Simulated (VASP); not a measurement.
# Li (Pm-3m) in VASP: further runs

The runs below take Li through density of states, with LDA.

Everything below comes from runs of VASP 6.6.1. Logs are shortened: lines on timing, memory, paths and dates and some standing lists are left out, and cuts for length are marked.

### Step 1. The cell of the first run

Symmetry: Pm-3m, No. 221, cubic system. The conventional cell has a = 2.528 Å, b = 2.528 Å, c = 2.528 Å, α = 90.00°, β = 90.00°, γ = 90.00°. Li (site symmetry m-3m) has 6 Li at 2.53 Å within 3.3 Å.

### Step 2. Density of states, LDA (volume scaled by 0.85)

Input file POSCAR:

```
Li
1.0
    2.5280518555      0.0000000000      0.0000000000
    0.0000000000      2.5280518555      0.0000000000
    0.0000000000      0.0000000000      2.5280518555
Li
1
Direct
    0.0000000000      0.0000000000      0.0000000000
```

Input file INCAR.step1:

```
PREC = Accurate
ENCUT = 520
EDIFF = 1E-7
ISMEAR = -1
SIGMA = 0.05
LREAL = False
LASPH = True
NELM = 80
ALGO = Normal
ISIF = 2
LWAVE = False
LCHARG = True
GGA = CA
NBANDS = 8
```

Input file KPOINTS.step1:

```
regular mesh
0
Gamma
  14 14 14
```

Input file INCAR.step2:

```
PREC = Accurate
ENCUT = 520
EDIFF = 1E-7
ISMEAR = -5
SIGMA = 0.05
LREAL = False
LASPH = True
NELM = 80
ALGO = Normal
ISIF = 2
LWAVE = False
LCHARG = False
GGA = CA
LORBIT = 11
NEDOS = 2001
ICHARG = 11
```

Input file KPOINTS.step2:

```
regular mesh
0
Gamma
  21 21 21
```

Potentials or basis: VASP PAW LDA potentials, release 64 (Li_sv).

Command:

```bash
cat potpaw_LDA.64/Li_sv/POTCAR > POTCAR
cp INCAR.step1 INCAR
cp KPOINTS.step1 KPOINTS
mpirun -np 1 vasp_std > vasp.out
cp INCAR.step2 INCAR
cp KPOINTS.step2 KPOINTS
mpirun -np 1 vasp_std > vasp.out
```

OUTCAR:

```text
PREC = Accurate
   ENCUT = 520
   EDIFF = 1E-7
   ISMEAR = -5
   LREAL = False
   LASPH = True
   NELM = 80
   ISIF = 2
   GGA = CA
   LORBIT = 11
   ICHARG = 11

 ion  position               nearest neighbor table
   1  0.000  0.000  0.000-

  LATTYP: Found a simple cubic cell.
 ALAT       =     2.5280518555

  Lattice vectors:

 A1 = (   2.5280518555,   0.0000000000,   0.0000000000)
 A2 = (   0.0000000000,   2.5280518555,   0.0000000000)
 A3 = (   0.0000000000,   0.0000000000,   2.5280518555)

Analysis of symmetry for initial positions (statically):
=====================================================================
 Subroutine PRICEL returns:
 Original cell was already a primitive cell.

 Routine SETGRP: Setting up the symmetry group for a
 simple cubic supercell.

 Subroutine GETGRP returns: Found 48 space group operations
 (whereof 48 operations were pure point group operations)
 out of a pool of 48 trial point group operations.

The static configuration has the point symmetry O_h .

Analysis of symmetry for dynamics (positions and initial velocities):
=====================================================================
 Subroutine PRICEL returns:
 Original cell was already a primitive cell.

 Routine SETGRP: Setting up the symmetry group for a
 simple cubic supercell.

 Subroutine GETGRP returns: Found 48 space group operations
 (whereof 48 operations were pure point group operations)
 out of a pool of 48 trial point group operations.

The dynamic configuration has the point symmetry O_h .

 Subroutine INISYM returns: Found 48 space group operations
 (whereof 48 operations are pure point group operations),
 and found     1 'primitive' translations

----------------------------------------------------------------------------------------

                                     Primitive cell

  volume of cell :      16.1569

  direct lattice vectors                    reciprocal lattice vectors
     2.528051855  0.000000000  0.000000000     0.395561506  0.000000000  0.000000000
     0.000000000  2.528051855  0.000000000     0.000000000  0.395561506  0.000000000
     0.000000000  0.000000000  2.528051855     0.000000000  0.000000000  0.395561506

  length of vectors
     2.528051855  2.528051855  2.528051855     0.395561506  0.395561506  0.395561506

  position of ions in fractional coordinates (direct lattice)
     0.000000000  0.000000000  0.000000000

  ion indices of the primitive-cell ions
   primitive index   ion index
                 1           1

----------------------------------------------------------------------------------------

 KPOINTS: regular mesh

Automatic generation of k-mesh.
 Grid dimensions read from file:
 generate k-points for:   21   21   21

 Generating k-lattice:

  Cartesian coordinates                     Fractional coordinates (reciprocal lattice)
     0.018836262  0.000000000  0.000000000     0.047619048  0.000000000  0.000000000
     0.000000000  0.018836262  0.000000000     0.000000000  0.047619048  0.000000000
     0.000000000  0.000000000  0.018836262     0.000000000  0.000000000  0.047619048

  Length of vectors
     0.018836262  0.018836262  0.018836262

  Shift w.r.t. Gamma in fractional coordinates (k-lattice)
     0.000000000  0.000000000  0.000000000

 TETIRR: Found   4601 inequivalent tetrahedra from    55566

 Subroutine IBZKPT returns following result:
 ===========================================

 Found    286 irreducible k-points:

 Following reciprocal coordinates:
            Coordinates               Weight
  0.000000  0.000000  0.000000      1.000000
  0.047619  0.000000  0.000000      6.000000
  0.095238  0.000000  0.000000      6.000000
  0.142857  0.000000  0.000000      6.000000
  0.190476  0.000000  0.000000      6.000000
  0.238095  0.000000  0.000000      6.000000
[... 16 lines left out ...]
  0.142857  0.095238  0.000000     24.000000
  0.190476  0.095238  0.000000     24.000000
 [... further k-points ...]
   k-points           NKPTS =    286   k-points in BZ     NKDIM =    286   number of bands    NBANDS=      5
   number of dos      NEDOS =   2001   number of ions     NIONS =      1
   total plane-waves  NPLWV =   8000
   dimension x,y,z NGX =    20 NGY =   20 NGZ =   20
   dimension x,y,z NGXF=    40 NGYF=   40 NGZF=   40
   ions per type =               1
   NGX,Y,Z   is equivalent  to a cutoff of  13.15, 13.15, 13.15 a.u.
   NGXF,Y,Z  is equivalent  to a cutoff of  26.30, 26.30, 26.30 a.u.
 SYSTEM =  unknown system
   PREC   = accura    normal or accurate (medium, high low for compatibility)
   ISTART =      0    job   : 0-new  1-cont  2-samecut
   ICHARG =     11    charge: 1-file 2-atom 10-const
   ISPIN  =      1    spin polarized calculation?
   LNONCOLLINEAR =      F non collinear calculations
   LSORBIT =      F    spin-orbit coupling
   LASPH  =      T    aspherical Exc in radial PAW
   ENCUT  =  520.0 eV  38.22 Ry    6.18 a.u.   4.70  4.70  4.70*2*pi/ulx,y,z
   NELM   =     80;   NELMIN=  2; NELMDL=  0     # of ELM steps
   EDIFF  = 0.1E-06   stopping-criterion for ELM
   LREAL  =      F    real-space projection
   EDIFFG = 0.1E-05   stopping-criterion for IOM
   NSW    =      0    number of steps for IOM
   IBRION =     -1    ionic relax: 0-MD 1-quasi-New 2-CG
   NFREE  =      0    steps in history (QN), initial steepest desc. (CG)
   ISIF   =      2    stress and relaxation
   ISYM   =      2    0-nonsym 1-usesym 2-fastsym
   POTIM  = 0.5000    time-step for ionic-motion
   TEBEG  =    0.0;   TEEND  =   0.0 temperature during run
   PSTRESS=    0.0 pullay stress
   NELECT =       3.0000    total number of electrons
   NUPDOWN=      -1.0000    fix difference up-down
   EMIN   =  10.00;   EMAX   =-10.00  energy-range for DOS
   EFERMI =   0.00;   METHOD = LEGACY
   ISMEAR =    -5;   SIGMA  =   0.05  broadening in eV -4-tet -1-fermi 0-gaus
   EFERMI_NEDOS =   21; number of points for ismear=-14 and -15
   IALGO  =     38    algorithm
   IMIX   =      4    mixing-type and parameters
     AMIX     =   0.40;   BMIX     =  1.00
     AMIX_MAG =   1.60;   BMIX_MAG =  1.00
  volume/ion in A,a.u.               =      16.16       109.03
  Fermi-wavevector in a.u.,A,eV,Ry     =   0.933962  1.764933 11.868162  0.872285
  Thomas-Fermi vector in A             =   2.060718
   LORBIT       =     11    0 simple, 1 ext, 2 COOP (PROOUT), +10 PAW based schemes
   GGA     = CA    functional components
   LHFCALC =     F    Hartree Fock is set to
   AEXX    =    0.0000 exact exchange contribution
   IVDW    =     0    specifies the selected vdW correction
   LEPSILON=     F    determine dielectric tensor
   LRPA    =     F    only Hartree local field effects (RPA)
 non-spin polarized calculation
 Fermi weights with tetrahedron method with Bloechl corrections
  energy-cutoff  :      520.00
  volume of cell :       16.16
 maximum number of plane-waves:       461
 NGX is ok and might be reduce to    20

 number of electron       3.0000009 magnetization

 Free energy of the ion-electron system (eV)
  ---------------------------------------------------
  ext. energy  EPLUGINS =         0.00000000
  ---------------------------------------------------
  free energy    TOTEN  =        -1.90636553 eV

  energy without entropy =       -1.90636553  energy(sigma->0) =       -1.90636553

 E-fermi :   1.2712     XC(G=0):  -7.7416

 val. band max:        1.2678578518   @ k =   0.4286   0.2381   0.0476
 cond. band min:       1.2680230601   @ k =   0.3810   0.2857   0.0476
 fundamental gap:      0.0001652083
 Fermi energy:         1.2711994271

 k-point     1 :       0.0000    0.0000    0.0000
  band No.  band energies     occupation
      1     -44.3255      2.00000
      2      -2.3997      2.00000
      3      15.1001      0.00000
      4      15.1001      0.00000
      5      15.1001      0.00000

 k-point     2 :       0.0476    0.0000    0.0000
  band No.  band energies     occupation
      1     -44.3242      2.00000
      2      -2.3642      2.00000
      3      14.2603      0.00000
      4      15.1470      0.00000
      5      15.1470      0.00000

 k-point     3 :       0.0952    0.0000    0.0000
  band No.  band energies     occupation
      1     -44.3208      2.00000
      2      -2.2590      2.00000
      3      12.8095      0.00000
      4      15.2867      0.00000
      5      15.2867      0.00000

 k-point     4 :       0.1429    0.0000    0.0000
  band No.  band energies     occupation
      1     -44.3154      2.00000
      2      -2.0845      2.00000
      3      11.3264      0.00000
      4      15.5175      0.00000
      5      15.5175      0.00000

 k-point     5 :       0.1905    0.0000    0.0000
  band No.  band energies     occupation
      1     -44.3086      2.00000
      2      -1.8434      2.00000
      3       9.9092      0.00000
      4      15.8355      0.00000
      5      15.8355      0.00000

 k-point     6 :       0.2381    0.0000    0.0000
  band No.  band energies     occupation
      1     -44.3010      2.00000
      2      -1.5390      2.00000
      3       8.5870      0.00000
      4      16.2340      0.00000
      5      16.2340      0.00000

 k-point     7 :       0.2857    0.0000    0.0000
  band No.  band energies     occupation
      1     -44.2931      2.00000
      2      -1.1782      2.00000
      3       7.3758      0.00000
      4      16.7015      0.00000
      5      16.7015      0.00000

 k-point     8 :       0.3333    0.0000    0.0000
  band No.  band energies     occupation
      1     -44.2858      2.00000
      2      -0.7744      2.00000
      3       6.2904      0.00000
      4      17.2170      0.00000
      5      17.2170      0.00000

 k-point     9 :       0.3810    0.0000    0.0000
  band No.  band energies     occupation
      1     -44.2796      2.00000
      2      -0.3534      2.00000
      3       5.3586      0.00000
      4      17.7419      0.00000
      5      17.7419      0.00000

 k-point    10 :       0.4286    0.0000    0.0000
  band No.  band energies     occupation
      1     -44.2752      2.00000
      2       0.0309      2.00000
      3       4.6338      0.00000
      4      18.2052      0.00000
      5      18.2052      0.00000

 k-point    11 :       0.4762    0.0000    0.0000
  band No.  band energies     occupation
      1     -44.2728      2.00000
      2       0.2793      2.00000
      3       4.2168      0.00000
      4      18.4934      0.00000
      5      18.4934      0.00000

 k-point    12 :       0.0476    0.0476    0.0000
  band No.  band energies     occupation
      1     -44.3231      2.00000
      2      -2.3289      2.00000
      3      13.9978      0.00000
      4      14.6694      0.00000
      5      15.1937      0.00000

 k-point    13 :       0.0952    0.0476    0.0000
  band No.  band energies     occupation
      1     -44.3197      2.00000
      2      -2.2232      2.00000
      3      12.7508      0.00000
      4      14.6468      0.00000
      5      15.3334      0.00000

 k-point    14 :       0.1429    0.0476    0.0000
  band No.  band energies     occupation
      1     -44.3143      2.00000
      2      -2.0481      2.00000
      3      11.3091      0.00000
      4      14.8583      0.00000
      5      15.5641      0.00000

 k-point    15 :       0.1905    0.0476    0.0000
  band No.  band energies     occupation
      1     -44.3075      2.00000
      2      -1.8058      2.00000
      3       9.9095      0.00000
      4      15.1746      0.00000
      5      15.8819      0.00000

 k-point    16 :       0.2381    0.0476    0.0000
  band No.  band energies     occupation
      1     -44.2998      2.00000
      2      -1.5002      2.00000
      3       8.5966      0.00000
      4      15.5788      0.00000
      5      16.2802      0.00000

 k-point    17 :       0.2857    0.0476    0.0000
  band No.  band energies     occupation
      1     -44.2920      2.00000
      2      -1.1378      2.00000
      3       7.3899      0.00000
      4      16.0590      0.00000
      5      16.7473      0.00000

 k-point    18 :       0.3333    0.0476    0.0000
  band No.  band energies     occupation
      1     -44.2847      2.00000
      2      -0.7318      2.00000
      3       6.3069      0.00000
      4      16.5976      0.00000
      5      17.2622      0.00000

 k-point    19 :       0.3810    0.0476    0.0000
  band No.  band energies     occupation
      1     -44.2785      2.00000
      2      -0.3081      2.00000
      3       5.3757      0.00000
      4      17.1613      0.00000
      5      17.7865      0.00000

 k-point    20 :       0.4286    0.0476    0.0000
  band No.  band energies     occupation
      1     -44.2741      2.00000
      2       0.0793      2.00000
      3       4.6495      0.00000
      4      17.6820      0.00000
      5      18.2490      0.00000

 k-point    21 :       0.4762    0.0476    0.0000
  band No.  band energies     occupation
      1     -44.2718      2.00000
      2       0.3304      2.00000
      3       4.2301      0.00000
      4      18.0261      0.00000
      5      18.5364      0.00000

 k-point    22 :       0.0952    0.0952    0.0000
  band No.  band energies     occupation
      1     -44.3163      2.00000
      2      -2.1161      2.00000
      3      12.2984      0.00000
      4      13.8716      0.00000
      5      15.4729      0.00000

 k-point    23 :       0.1429    0.0952    0.0000
  band No.  band energies     occupation
      1     -44.3110      2.00000
      2      -1.9390      2.00000
      3      11.1826      0.00000
      4      13.7822      0.00000
      5      15.7031      0.00000

 k-point    24 :       0.1905    0.0952    0.0000
  band No.  band energies     occupation
      1     -44.3042      2.00000
      2      -1.6936      2.00000
      3       9.8826      0.00000
      4      14.0152      0.00000
      5      16.0204      0.00000

 [... further k-points ...]

------------------------ aborting loop because EDIFF is reached ----------------------------------------

  FORCE on cell =-STRESS in cart. coord.  units (eV):
  Direction    XX          YY          ZZ          XY          YZ          ZX
  --------------------------------------------------------------------------------------
  -------------------------------------------------------------------------------------
  Total        0.2664780      0.2664780      0.2664780      0.0000000      0.0000000     -0.0000000
  in kB       26.4249445     26.4249445     26.4249445      0.0000000      0.0000000     -0.0000000
  external PRESSURE =      26.4249445 kB  Pullay stress =       0.0000000 kB

 VOLUME and BASIS-vectors are now :
 -----------------------------------------------------------------------------
  energy-cutoff  :      520.00
  volume of cell :       16.16
      direct lattice vectors                 reciprocal lattice vectors
     2.528051855  0.000000000  0.000000000     0.395561506  0.000000000  0.000000000
     0.000000000  2.528051855  0.000000000     0.000000000  0.395561506  0.000000000
     0.000000000  0.000000000  2.528051855     0.000000000  0.000000000  0.395561506

 POSITION                                       TOTAL-FORCE (eV/Angst)
 -----------------------------------------------------------------------------------
      0.00000      0.00000      0.00000         0.000000      0.000000      0.000000
 -----------------------------------------------------------------------------------
    total drift:                               -0.000000      0.000000     -0.000000

  FREE ENERGIE OF THE ION-ELECTRON SYSTEM (eV)
  ---------------------------------------------------
  free  energy   TOTEN  =        -1.9063655255 eV

  energy  without entropy=       -1.9063655255  energy(sigma->0) =       -1.90636553

 total charge

# of ion       s       p       d       tot
------------------------------------------
    1        2.039   0.071   0.000   2.109
```

Run time: 12 s. Hardware: 1 thread of AMD EPYC 9R45 (Zen 5), shared host; peak memory 0.1 GiB.

Results:

```
Valence electrons inside the program's atomic spheres : Li 2.11
```

Levels at points of the mesh, in eV from the Fermi level:
| k point | band 1 | band 2 | band 3 | band 4 | band 5 |
| --- | --- | --- | --- | --- | --- |
| (0.00, 0.00, 0.00) | -45.60 | -3.67 | 13.83 | 13.83 | 13.83 |

Caveat: the cutoff is under 1.25 times the usual one of these potentials, so pressure, stress and relaxed cells hold a basis-set (Pulay) error; tetrahedron occupations give inexact forces and stress in metals.

(Continued in part 2 of 2.)
